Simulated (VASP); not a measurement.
HfF5, 6 atoms in the cell. Symmetry: P-62m, No. 189, hexagonal system. The conventional cell has a = 4.288 Å, b = 4.288 Å, c = 4.603 Å, α = 90.00°, β = 90.00°, γ = 120.00°. Hf (site symmetry -62m) has 12 F at 2.48 to 2.71 Å within 3.3 Å. F (site symmetry m2m) has 10 F at 2.46 to 2.71 Å and 2 Hf at 2.71 Å within 3.3 Å. F (site symmetry -6) has 9 F at 2.48 to 2.71 Å and 3 Hf at 2.48 Å within 3.3 Å. 

- Program: VASP 6.6.1
- Task: single point
- Functional: PBE
- Potentials or basis: VASP PAW PBE potentials, release 64 (Hf_pv, F)
- Cutoff: 520 eV
- k mesh: 6 × 6 × 4
- Occupations: gaussian, width 0.1 eV
- Spin: no spin polarisation
- Dipole correction: no
- Further INCAR settings: ALGO = Normal; EDIFF = 1e-06; NBANDS = 32

Potentials or basis: VASP PAW PBE potentials, release 64 (Hf_pv, F).

Run with:

```sh
$ cat potpaw_PBE.64/Hf_pv/POTCAR potpaw_PBE.64/F/POTCAR > POTCAR
$ mpirun -np 1 vasp_std > vasp.out
```

Hardware: 1 thread of Intel(R) Xeon(R) Platinum 8375C CPU @ 2.90GHz (Ice Lake), on a shared host.

Task: How long does it take, and how much memory?

Result: It took 34 s on 1 thread of Intel(R) Xeon(R) Platinum 8375C CPU @ 2.90GHz (Ice Lake) (shared host), peak memory 0.2 GiB. Counts: scf iterations 16, k points 21.
